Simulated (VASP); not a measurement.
Input of a VASP 6.6.1 run:

INCAR

```
SYSTEM = NaNiO2
PREC = Accurate
ENCUT = 520
EDIFF = 1E-6
ISMEAR = -1
SIGMA = 0.05
LREAL = .FALSE.
LASPH = .TRUE.
NELM = 150
ALGO = Normal
ISIF = 2
LWAVE = .FALSE.
LCHARG = .FALSE.
ISPIN = 2
MAGMOM = 1 0 0 0
LORBIT = 11
LMAXMIX = 4
GGA = PS
NBANDS = 26
```

The input KPOINTS:

```
Automatic mesh
0
G
  10 10 10
  0 0 0
```

The input POSCAR:

```
NaNiO2
1.0
    1.4919703493      0.8613894828      5.2409199886
   -1.4919703493      0.8613894828      5.2409199886
    0.0000000000     -1.7227789655      5.2409199886
Ni Na O
1 1 2
Direct
    0.0000000000      0.0000000000      0.0000000000
    0.5000000000      0.5000000000      0.5000000000
    0.7310343300      0.7310343300      0.7310343300
    0.2689656700      0.2689656700      0.2689656700
```

Potentials or basis: VASP PAW PBE potentials, release 64 (Ni, Na_pv, O).

The run is started by

```sh
$ cat potpaw_PBE.64/Ni/POTCAR potpaw_PBE.64/Na_pv/POTCAR potpaw_PBE.64/O/POTCAR > POTCAR
$ mpirun -np 1 vasp_std > vasp.out
```

(1) Predict the largest force.

(2) What does it give for the site moments?

(3) Estimate the pressure.

## Answers

(1) 0.547 eV/Å.

(2) Ni +0.74; Na +0.01; O +0.10 μB.

(3) -6.6 GPa.

Caveat: the PAW data sets were made with another functional, which shifts forces and pressure a little; a cell with one magnetic atom can't hold antiferromagnetic order, which such compounds often take.
